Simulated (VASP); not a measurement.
Here is a VASP 6.6.1 calculation.

File INCAR:

```
ALGO = Fast ; EDIFF = 1E-6
ENCUT = 520 ; GGA = CA
ISIF = 2 ; ISMEAR = 0
ISPIN = 2 ; LASPH = True
LCHARG = True ; LELF = True
LMAXMIX = 4 ; LORBIT = 11
LREAL = False ; LVHAR = True
LWAVE = False ; MAGMOM = 0.125 0.125 0.125 0
NBANDS = 34 ; NELM = 150
NUPDOWN = 0.375 ; PREC = Accurate
SIGMA = 0.15
```

The input KPOINTS:

```
k-points
0
Gamma
  12 12 12
```

The input POSCAR:

```
Ni3Ge
1.0
    3.5571040709      0.0000000000      0.0000000000
    0.0000000000      3.5571040709      0.0000000000
    0.0000000000      0.0000000000      3.5571040709
Ni Ge
3 1
Direct
    0.5000000000      0.0000000000      0.5000000000
    0.0000000000      0.5000000000      0.5000000000
    0.5000000000      0.5000000000      0.0000000000
    0.0000000000      0.0000000000      0.0000000000
```

Potentials or basis: VASP PAW LDA potentials, release 64 (Ni, Ge_d).

The run is started by

```console
$ cat potpaw_LDA.64/Ni/POTCAR potpaw_LDA.64/Ge_d/POTCAR > POTCAR
$ mpirun -np 1 vasp_std > vasp.out
```

Q: Predict the pressure.

A: -11.4 GPa.

Caveat: the cell stands under tension; the total moment is fixed, so each spin has its own Fermi level and the state may be an excited one.
